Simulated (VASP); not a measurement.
# Si (P6/mmm) in VASP: further runs, part 2 of 2

VASP 6.6.1. The steps go on from the part before.

## Step 3: Single point, LDA

INCAR reads:

```
SYSTEM = Si
PREC = Accurate
ENCUT = 520
EDIFF = 1E-6
ISMEAR = 0
SIGMA = 0.15
LREAL = .FALSE.
LASPH = .TRUE.
NELM = 60
ALGO = Normal
ISIF = 2
LWAVE = .FALSE.
LCHARG = .FALSE.
GGA = CA
NBANDS = 8
```

KPOINTS reads:

```
regular mesh
0
G
  15 15 14
  0 0 0
```

POSCAR reads:

```
Si
1.0
    2.5270000000      0.0000000000      0.0000000000
   -1.2635000000      2.1884460000      0.0000000000
    0.0000000000      0.0000000000      2.3730000000
Si
1
Direct
    0.0000000000      0.0000000000      0.0000000000
```

Potentials or basis: VASP PAW LDA potentials, release 64 (Si).

Launch:

```bash
$ cat potpaw_LDA.64/Si/POTCAR > POTCAR
$ mpirun -np 1 vasp_std > vasp.out
```

OUTCAR:

```text
SYSTEM = Si
   PREC = Accurate
   ENCUT = 520
   EDIFF = 1E-6
   ISMEAR = 0
   LREAL = .FALSE.
   LASPH = .TRUE.
   NELM = 60
   ISIF = 2
   GGA = CA

 ion  position               nearest neighbor table
   1  0.000  0.000  0.000-

  LATTYP: Found a hexagonal cell.
 ALAT       =     2.5270000000
 C/A-ratio  =     0.9390581717

  Lattice vectors:

 A1 = (   2.5270000000,   0.0000000000,   0.0000000000)
 A2 = (  -1.2635000000,   2.1884460000,   0.0000000000)
 A3 = (   0.0000000000,   0.0000000000,   2.3730000000)

Analysis of symmetry for initial positions (statically):
=====================================================================
 Subroutine PRICEL returns:
 Original cell was already a primitive cell.

 Routine SETGRP: Setting up the symmetry group for a
 hexagonal supercell.

 Subroutine GETGRP returns: Found 24 space group operations
 (whereof 24 operations were pure point group operations)
 out of a pool of 24 trial point group operations.

The static configuration has the point symmetry D_6h.

Analysis of symmetry for dynamics (positions and initial velocities):
[... 155 lines left out ...]

  energy without entropy =       -5.67402908  energy(sigma->0) =       -5.67595286

 E-fermi :  11.1446     XC(G=0): -11.6016

 val. band max:       11.1390284339   @ k =   0.2000   0.2000   0.1429
 cond. band min:      11.1707462430   @ k =   0.0000   0.0000   0.2143
 fundamental gap:      0.0317178091
 Fermi energy:        11.1445754445

 k-point     1 :       0.0000    0.0000    0.0000
  band No.  band energies     occupation
      1      -3.9380      2.00000
      2      18.8003      0.00000
      3      19.9986      0.00000
      4      22.6113      0.00000
      5      22.6113      0.00000
      6      23.8495      0.00000
      7      23.8495      0.00000
      8      29.6252      0.00000
[... 243 lines left out ...]
 k-point    24 :       0.4000    0.2000    0.0000
  band No.  band energies     occupation
      1       4.1191      2.00000
      2       4.5270      2.00000
      3      10.0048      2.00000
      4      24.9869      0.00000
      5      26.0880      0.00000
      6      27.8862      0.00000
      7      30.3347      0.00000
      8      32.0568      0.00000

 [... further k-points ...]
[... 5 lines left out ...]
  --------------------------------------------------------------------------------------
  -------------------------------------------------------------------------------------
  Total        1.3512133      1.3512130      1.1530275      0.0000000      0.0000000      0.0000000
  in kB      164.9664638    164.9664344    140.7704337      0.0000000      0.0000000      0.0000000
  external PRESSURE =     156.9011106 kB  Pullay stress =       0.0000000 kB

 VOLUME and BASIS-vectors are now :
 -----------------------------------------------------------------------------
  energy-cutoff  :      520.00
  volume of cell :       13.12
      direct lattice vectors                 reciprocal lattice vectors
     2.527000000  0.000000000  0.000000000     0.395726157  0.228472624  0.000000000
    -1.263500000  2.188446000  0.000000000     0.000000000  0.456945248  0.000000000
     0.000000000  0.000000000  2.373000000     0.000000000  0.000000000  0.421407501

 POSITION                                       TOTAL-FORCE (eV/Angst)
 -----------------------------------------------------------------------------------
      0.00000      0.00000      0.00000        -0.000000      0.000000      0.000000
 -----------------------------------------------------------------------------------
    total drift:                               -0.000000     -0.000000      0.000000

  FREE ENERGIE OF THE ION-ELECTRON SYSTEM (eV)
  ---------------------------------------------------
  free  energy   TOTEN  =        -5.6778766299 eV

  energy  without entropy=       -5.6740290836  energy(sigma->0) =       -5.67595286
```

OSZICAR:

```text
N       E                     dE             d eps       ncg     rms          rms(c)
DAV:   1    -0.299616367361E+01   -0.29962E+01   -0.18752E+03  3824   0.385E+02
DAV:   2    -0.568123269646E+01   -0.26851E+01   -0.25580E+01  5016   0.316E+01
DAV:   3    -0.569736493180E+01   -0.16132E-01   -0.16127E-01  4072   0.258E+00
DAV:   4    -0.569738176132E+01   -0.16830E-04   -0.16829E-04  5464   0.867E-02
DAV:   5    -0.569738176382E+01   -0.25013E-08   -0.35659E-08  4096   0.795E-04    0.377E+00
DAV:   6    -0.568524210139E+01    0.12140E-01   -0.19193E-03  4200   0.202E-01    0.216E+00
DAV:   7    -0.567793614523E+01    0.73060E-02   -0.37918E-03  4128   0.295E-01    0.143E-01
DAV:   8    -0.567787922590E+01    0.56919E-04   -0.22412E-04  4208   0.819E-02    0.159E-02
DAV:   9    -0.567787691523E+01    0.23107E-05   -0.57612E-06  4776   0.173E-02    0.121E-02
DAV:  10    -0.567787662990E+01    0.28533E-06   -0.92604E-07  2680   0.467E-03
   1 F= -.56778766E+01 E0= -.56759529E+01  d E =-.384755E-02
```

stdout:

```text
POSCAR found type information on POSCAR Si
 POSCAR found :  1 types and       1 ions
 scaLAPACK will be used
 LDA part: xc-table for (Slater(with rela. corr.)+CA(PZ))
 , standard interpolation
 POSCAR, INCAR and KPOINTS ok, starting setup
 FFT: planning ... GRIDC
 FFT: planning ... GRID_SOFT
 FFT: planning ... GRID
 WAVECAR not read
 entering main loop
```

It took 23 s on 1 thread of Intel Xeon 8259CL, shared host; peak memory 0.12 GiB.

What came out:

```
Free energy            : -5.6779 eV
Pressure               : 15.7 GPa
Band gap on the k mesh : zero (band 2 reaches 18.80 eV, above the bottom of band 3 at 6.05 eV)
```
